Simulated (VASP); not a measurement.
Set up this calculation in VASP 6.6.1, as the native input.

| Property | Result |
| --- | --- |
| Task | single point |
| Functional | PBE |
| Potentials or basis | VASP PAW PBE potentials, release 64 (B, As) |
| Cutoff | 520 eV |
| k mesh | 12 × 12 × 6 |
| Occupations | gaussian, width 0.1 eV |
| Spin | no spin polarisation |
| Dipole correction | no |
| Further INCAR settings | ALGO = Normal; EDIFF = 1e-06; NBANDS = 23 |

The structure of BAs5 lies in POSCAR:

```
BAs5
1.0
    5.3743799390      0.0000000000      0.0000000000
   -2.6871899695      4.6543495568      0.0000000000
    0.0000000000      0.0000000000      6.9990903840
B As
1 5
Direct
    0.0000000000      0.0000000000      0.0000000000
    0.5000000000      0.0000000000      0.5000000000
    0.0000000000      0.5000000000      0.5000000000
    0.5000000000      0.5000000000      0.5000000000
    0.0000000000      0.0000000000      0.2694877176
    0.0000000000      0.0000000000      0.7305122824
```

The cell was generated, and may not be a known phase.

These files were run (other wordings do the same):

INCAR

```
SYSTEM = BAs5
ALGO     = Normal         ! electronic algorithm
EDIFF    = 1E-6           ! SCF threshold, eV
ENCUT    = 520            ! plane-wave cutoff, eV
GGA      = PE             ! functional
ISIF     = 2              ! what is computed and relaxed
ISMEAR   = 0              ! smearing method
LASPH    = .TRUE.         ! aspherical terms in the spheres
LCHARG   = .TRUE.         ! write CHGCAR
LELF     = .TRUE.         ! ELF
LREAL    = .FALSE.        ! projectors in reciprocal space
LVHAR    = .TRUE.       
LWAVE    = .FALSE.        ! write WAVECAR
NBANDS   = 23             ! bands
NELM     = 80             ! most SCF steps
PREC     = Accurate       ! precision mode
SIGMA    = 0.1            ! smearing width, eV
```

KPOINTS

```
k-points
0
G
  12 12 6
  0 0 0
```

Potentials or basis: VASP PAW PBE potentials, release 64 (B, As).

The run is started by

```sh
$ cat potpaw_PBE.64/B/POTCAR potpaw_PBE.64/As/POTCAR > POTCAR
$ mpirun -np 1 vasp_std > vasp.out
```

Results of the run:

```yaml
Pressure: 0.1 GPa
Largest_force: 0.089 eV/Å
Band_gap_on_the_k_mesh: zero (bands 14 and 15 overlap by 1.12 eV)
```

It took 3.1 min on 1 thread of Intel(R) Xeon(R) 6975P-C (Granite Rapids), with other jobs on the host, peak memory 0.42 GiB.
